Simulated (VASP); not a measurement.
# InBS3 (P4/mmm) in VASP: a series of runs

Runs on InBS3. Level: PBE. Tasks: single point, relaxation of cell and atoms.

Program: VASP 6.6.1. These are calculated values, not measurements. Logs are shortened: lines on timing, memory, paths and dates and some standing lists are left out, and cuts for length are marked.

## 1. The cell of the first run

It takes space group P4/mmm (No. 123, tetragonal). Conventional cell: a = 3.792 Å, b = 3.792 Å, c = 8.118 Å, α = 90.00°, β = 90.00°, γ = 90.00°. Within 2.5 Å of In (site symmetry 4/mmm) lie 4 S at 1.90 Å. Within 3.5 Å of B (site symmetry 4/mmm) lie 4 S at 2.68 Å. Within 3.5 Å of S (site symmetry 4/mmm) lie 4 B at 2.68 Å. S (site symmetry mmm) has 2 In at 1.90 Å within 2.5 Å.

## 2. Single point, PBE

The input, INCAR:

```
PREC     = Accurate       # precision mode
ENCUT    = 520            # plane-wave cutoff, eV
EDIFF    = 1E-6           # SCF threshold, eV
ISMEAR   = 0              # smearing method
SIGMA    = 0.1            # smearing width, eV
LREAL    = False          # projectors in reciprocal space
LASPH    = True           # aspherical terms in the spheres
NELM     = 80             # most SCF steps
ALGO     = Normal         # electronic algorithm
ISIF     = 2              # what is computed and relaxed
LWAVE    = False          # write WAVECAR
LCHARG   = False          # write CHGCAR
GGA      = PE             # functional
NBANDS   = 25             # bands
```

The input, KPOINTS:

```
regular mesh
0
Gamma
  4 4 2
```

The input, POSCAR:

```
InBS3
1.0
    3.7919697100      0.0000000000      0.0000000000
    0.0000000000      3.7919697100      0.0000000000
    0.0000000000      0.0000000000      8.1182499100
In B S
1 1 3
Direct
    0.0000000000      0.0000000000      0.0000000000
    0.5000000000      0.5000000000      0.5000000000
    0.0000000000      0.0000000000      0.5000000000
    0.0000000000      0.5000000000      0.0000000000
    0.5000000000      0.0000000000      0.0000000000
```

Potentials or basis: VASP PAW PBE potentials, release 64 (In_d, B, S).

Launch:

```sh
$ cat potpaw_PBE.64/In_d/POTCAR potpaw_PBE.64/B/POTCAR potpaw_PBE.64/S/POTCAR > POTCAR
$ mpirun -np 1 vasp_std > vasp.out
```

OUTCAR:

```text
PREC = Accurate
   ENCUT = 520
   EDIFF = 1E-6
   ISMEAR = 0
   LREAL = False
   LASPH = True
   NELM = 80
   ISIF = 2
   GGA = PE

 ion  position               nearest neighbor table
   1  0.000  0.000  0.000-   4 1.90   5 1.90   4 1.90   5 1.90
   2  0.500  0.500  0.500-
   3  0.000  0.000  0.500-
   4  0.000  0.500  0.000-   1 1.90   1 1.90   5 2.68   5 2.68   5 2.68   5 2.68
   5  0.500  0.000  0.000-   1 1.90   1 1.90   4 2.68   4 2.68   4 2.68   4 2.68

  LATTYP: Found a simple tetragonal cell.
 ALAT       =     3.7919697100
 C/A-ratio  =     2.1409057906

  Lattice vectors:

 A1 = (   3.7919697100,   0.0000000000,   0.0000000000)
 A2 = (   0.0000000000,   3.7919697100,   0.0000000000)
 A3 = (   0.0000000000,   0.0000000000,   8.1182499100)

Analysis of symmetry for initial positions (statically):
=====================================================================
 Subroutine PRICEL returns:
 Original cell was already a primitive cell.

 Routine SETGRP: Setting up the symmetry group for a
 simple tetragonal supercell.

 Subroutine GETGRP returns: Found 16 space group operations
 (whereof 16 operations were pure point group operations)
 out of a pool of 16 trial point group operations.

The static configuration has the point symmetry D_4h.

Analysis of symmetry for dynamics (positions and initial velocities):
=====================================================================
 Subroutine PRICEL returns:
 Original cell was already a primitive cell.

 Routine SETGRP: Setting up the symmetry group for a
 simple tetragonal supercell.

 Subroutine GETGRP returns: Found 16 space group operations
 (whereof 16 operations were pure point group operations)
 out of a pool of 16 trial point group operations.

The dynamic configuration has the point symmetry D_4h.

 Subroutine INISYM returns: Found 16 space group operations
 (whereof 16 operations are pure point group operations),
 and found     1 'primitive' translations

----------------------------------------------------------------------------------------

                                     Primitive cell

  volume of cell :     116.7326

  direct lattice vectors                    reciprocal lattice vectors
     3.791969710  0.000000000  0.000000000     0.263715187  0.000000000  0.000000000
[... 76 lines left out ...]
   LASPH  =      T    aspherical Exc in radial PAW
   ENCUT  =  520.0 eV  38.22 Ry    6.18 a.u.   7.05  7.05 15.09*2*pi/ulx,y,z
   NELM   =     80;   NELMIN=  2; NELMDL= -5     # of ELM steps
   EDIFF  = 0.1E-05   stopping-criterion for ELM
   LREAL  =      F    real-space projection
   EDIFFG = 0.1E-04   stopping-criterion for IOM
   NSW    =      0    number of steps for IOM
   IBRION =     -1    ionic relax: 0-MD 1-quasi-New 2-CG
   NFREE  =      0    steps in history (QN), initial steepest desc. (CG)
   ISIF   =      2    stress and relaxation
   ISYM   =      2    0-nonsym 1-usesym 2-fastsym
   POTIM  = 0.5000    time-step for ionic-motion
   TEBEG  =    0.0;   TEEND  =   0.0 temperature during run
   PSTRESS=    0.0 pullay stress
   NELECT =      34.0000    total number of electrons
   NUPDOWN=      -1.0000    fix difference up-down
   EMIN   =  10.00;   EMAX   =-10.00  energy-range for DOS
   EFERMI =   0.00;   METHOD = LEGACY
   ISMEAR =     0;   SIGMA  =   0.10  broadening in eV -4-tet -1-fermi 0-gaus
   EFERMI_NEDOS =   21; number of points for ismear=-14 and -15
   IALGO  =     38    algorithm
   IMIX   =      4    mixing-type and parameters
     AMIX     =   0.40;   BMIX     =  1.00
     AMIX_MAG =   1.60;   BMIX_MAG =  1.00
  volume/ion in A,a.u.               =      23.35       157.55
  Fermi-wavevector in a.u.,A,eV,Ry     =   1.085185  2.050702 16.022579  1.177626
  Thomas-Fermi vector in A             =   2.221293
   LORBIT       =      0    0 simple, 1 ext, 2 COOP (PROOUT), +10 PAW based schemes
   GGA     = PE    functional components
   LHFCALC =     F    Hartree Fock is set to
   AEXX    =    0.0000 exact exchange contribution
   IVDW    =     0    specifies the selected vdW correction
   LEPSILON=     F    determine dielectric tensor
   LRPA    =     F    only Hartree local field effects (RPA)
 non-spin polarized calculation
 Gauss-broadening in eV      SIGMA  =   0.10
  energy-cutoff  :      520.00
  volume of cell :      116.73
 maximum number of plane-waves:      3160
   NGX = 15   NGY = 15   NGZ = 31

 number of electron      33.9999977 magnetization

 Free energy of the ion-electron system (eV)
  ---------------------------------------------------
  ext. energy  EPLUGINS =         0.00000000
  ---------------------------------------------------
  free energy    TOTEN  =        -1.75506103 eV

  energy without entropy =       -1.74448081  energy(sigma->0) =       -1.74977092

 E-fermi :   3.6250     XC(G=0):  -8.4649

 val. band max:        3.5526806219   @ k =   0.5000   0.2500   0.0000
 cond. band min:       3.7598059439   @ k =   0.2500   0.2500   0.5000
 fundamental gap:      0.2071253220
 Fermi energy:         3.6250401899

 k-point     1 :       0.0000    0.0000    0.0000
  band No.  band energies     occupation
      1     -17.4777      2.00000
      2     -16.7646      2.00000
      3     -14.6162      2.00000
      4     -14.0162      2.00000
      5     -14.0162      2.00000
      6     -11.7813      2.00000
[... 325 lines left out ...]
     24       9.5802      0.00000
     25       9.5802      0.00000

------------------------ aborting loop because EDIFF is reached ----------------------------------------

  FORCE on cell =-STRESS in cart. coord.  units (eV):
  Direction    XX          YY          ZZ          XY          YZ          ZX
  --------------------------------------------------------------------------------------
  -------------------------------------------------------------------------------------
  Total       61.6044879     61.6044879     -1.0698131      0.0000000      0.0000000     -0.0000000
  in kB      845.5334603    845.5334603    -14.6833908      0.0000000      0.0000000     -0.0000000
  external PRESSURE =     558.7945099 kB  Pullay stress =       0.0000000 kB

 VOLUME and BASIS-vectors are now :
 -----------------------------------------------------------------------------
  energy-cutoff  :      520.00
  volume of cell :      116.73
      direct lattice vectors                 reciprocal lattice vectors
     3.791969710  0.000000000  0.000000000     0.263715187  0.000000000  0.000000000
     0.000000000  3.791969710  0.000000000     0.000000000  0.263715187  0.000000000
     0.000000000  0.000000000  8.118249910     0.000000000  0.000000000  0.123179258

 POSITION                                       TOTAL-FORCE (eV/Angst)
 -----------------------------------------------------------------------------------
      0.00000      0.00000      0.00000         0.000000      0.000000      0.000000
      1.89598      1.89598      4.05912         0.000000      0.000000      0.000000
      0.00000      0.00000      4.05912         0.000000      0.000000      0.000000
      0.00000      1.89598      0.00000         0.000000      0.000000      0.000000
      1.89598      0.00000      0.00000         0.000000      0.000000      0.000000
 -----------------------------------------------------------------------------------
    total drift:                               -0.000000      0.000000     -0.000000

  FREE ENERGIE OF THE ION-ELECTRON SYSTEM (eV)
  ---------------------------------------------------
  free  energy   TOTEN  =        -1.7550610271 eV

  energy  without entropy=       -1.7444808058  energy(sigma->0) =       -1.74977092
```

OSZICAR:

```text
N       E                     dE             d eps       ncg     rms          rms(c)
DAV:   1     0.306960004081E+03    0.30696E+03   -0.14511E+04   600   0.133E+03
DAV:   2     0.360052281148E+02   -0.27095E+03   -0.25459E+03   678   0.337E+02
DAV:   3    -0.201618848525E+01   -0.38021E+02   -0.36453E+02   768   0.128E+02
DAV:   4    -0.393045893011E+01   -0.19143E+01   -0.18887E+01   751   0.315E+01
DAV:   5    -0.402141524398E+01   -0.90956E-01   -0.90925E-01   928   0.667E+00    0.314E+01
DAV:   6    -0.217307369760E+01    0.18483E+01   -0.49000E+00   845   0.340E+01    0.168E+01
DAV:   7    -0.254193423312E+01   -0.36886E+00   -0.72149E+00   864   0.100E+01    0.103E+01
DAV:   8    -0.178342346075E+01    0.75851E+00   -0.21340E+00   783   0.501E+00    0.454E+00
DAV:   9    -0.175997501644E+01    0.23448E-01   -0.92091E-02   833   0.319E+00    0.216E+00
DAV:  10    -0.175669844878E+01    0.32766E-02   -0.40017E-02   726   0.114E+00    0.483E-01
DAV:  11    -0.175550539914E+01    0.11930E-02   -0.28114E-03   797   0.325E-01    0.232E-01
DAV:  12    -0.175504457622E+01    0.46082E-03   -0.14252E-03   820   0.378E-01    0.161E-01
DAV:  13    -0.175506905480E+01   -0.24479E-04   -0.10436E-04   795   0.761E-02    0.552E-02
DAV:  14    -0.175506121565E+01    0.78391E-05   -0.12597E-05   910   0.365E-02    0.123E-02
DAV:  15    -0.175506102710E+01    0.18855E-06   -0.32692E-06   637   0.132E-02
   1 F= -.17550610E+01 E0= -.17497709E+01  d E =-.105802E-01
```

Wall time 28 s (1 thread of Intel Xeon Platinum 8259CL at 2.50GHz (Skylake/Cascade Lake), shared host); peak memory 0.21 GiB.

What came out:

```
Free energy            : -1.7551 eV
Pressure               : 55.9 GPa
Band gap on the k mesh : zero (band 17 reaches 3.99 eV, above the bottom of band 18 at 2.54 eV)
```

Caveat: the k points lie up to 0.41 Å⁻¹ apart; spin-orbit coupling is left out, which moves the levels of the heavy elements.

## 3. Relaxation of cell and atoms, PBE

The input, INCAR:

```
SYSTEM = InBS3
PREC = Accurate
ENCUT = 600
EDIFF = 1E-6
ISMEAR = 0
SIGMA = 0.1
LREAL = .FALSE.
LASPH = .TRUE.
NELM = 100
ALGO = Normal
ISIF = 3
LWAVE = .FALSE.
LCHARG = .FALSE.
GGA = PE
IBRION = 2
NSW = 90
EDIFFG = -0.04
```

The input, KPOINTS:

```
Automatic mesh
0
G
  4 4 2
  0 0 0
```

POSCAR is that of step 2.

Potentials or basis: VASP PAW PBE potentials, release 64 (In_d, B, S).

Launch:

```sh
$ cat potpaw_PBE.64/In_d/POTCAR potpaw_PBE.64/B/POTCAR potpaw_PBE.64/S/POTCAR > POTCAR
$ mpirun -np 1 vasp_std > vasp.out
```

It took 15 min on 1 thread of Intel Xeon Platinum 8259CL at 2.50GHz (Skylake/Cascade Lake), shared host; peak memory 0.27 GiB.

Results (log left out):

```yaml
Free_energy: -14.8588 eV
Relaxed_volume: 25.46 Å³/atom
Relaxed_cell: a = 5.043 Å, b = 5.043 Å, c = 5.006 Å, α = 90.00°, β = 90.00°, γ = 90.00°
Space_group_after_relaxing_to_0.05_Å: Pm-3m (No. 221)
Energy_gained_by_relaxing: 2620.3 meV/atom
Ionic_steps: 26
Pressure_after_relaxing: -0.1 GPa
Band_gap_on_the_k_mesh: zero (band 17 reaches 2.49 eV, above the bottom of band 18 at 1.47 eV)
```

Stress tensor (GPa, compression positive):
```
 0.04  0.00  0.00
 0.00  0.04  0.00
 0.00  0.00 -0.22
```

Step by step:
```tsv
step	energy change (eV)	largest force (eV/Å)	pressure (GPa)	volume (Å³)
1	0.0000	0.0000	55.91	116.73
2	-7.8429	0.0000	-4.30	293.82
3	-11.2841	0.0000	-1.30	188.44
4	-11.2952	0.0000	-0.99	186.65
5	-11.3020	0.0000	-0.47	183.79
6	-11.3259	0.0000	-0.50	181.25
7	-11.4141	0.0000	-0.59	173.65
8	-11.6721	0.0000	-0.53	158.41
9	-12.5679	0.0000	1.89	127.86
10	36.1138	0.0000	274.64	66.48
11	-12.6049	0.0000	2.10	126.74
12	-12.3880	0.0000	12.21	104.58
13	-12.7677	0.0000	3.56	120.49
14	-12.8127	0.0000	5.60	114.44
15	-12.8156	0.0000	5.07	115.83
16	-12.8215	0.0000	5.14	115.55
17	-12.8347	0.0000	5.40	114.69
18	-12.8372	0.0000	6.00	112.94
19	-12.8404	0.0000	5.74	113.66
20	-12.8529	0.0000	5.56	113.96
21	-12.8883	0.0000	5.04	114.86
22	-12.9496	0.0000	4.09	116.66
23	-13.0387	0.0000	2.49	120.31
24	-13.1013	0.0000	-0.23	127.81
25	-13.1016	0.0000	-0.06	127.32
26	-13.1017	0.0000	-0.05	127.29
```

Final structure:
```
In B S
1.0
     5.04274    0.00000    0.00000
     0.00000    5.04274    0.00000
     0.00000    0.00000    5.00552
In B S
1 1 3
Direct
  0.00000 0.00000 0.00000
  0.50000 0.50000 0.50000
  0.00000 0.00000 0.50000
  0.00000 0.50000 0.00000
  0.50000 0.00000 0.00000
```

Levels at points of the mesh, in eV from the Fermi level:
```csv
k point,band 15,band 16,band 17,band 18,band 19,band 20
"(0.00, 0.00, 0.00)",-0.52,-0.44,-0.44,-0.42,-0.23,2.23
"(0.50, 0.00, 0.00)",-0.95,-0.75,-0.31,-0.31,1.17,1.89
"(0.50, 0.50, 0.00)",-0.84,-0.84,-0.02,0.55,1.33,1.97
"(0.00, 0.00, 0.50)",-0.90,-0.74,-0.32,-0.32,1.17,1.88
"(0.50, 0.00, 0.50)",-0.88,-0.87,-0.01,0.58,1.32,1.99
"(0.50, 0.50, 0.50)",0.02,0.57,0.60,0.60,2.30,2.30
```

Caveat: the k points lie up to 0.63 Å⁻¹ apart in the final cell; spin-orbit coupling is left out, which moves the levels of the heavy elements.
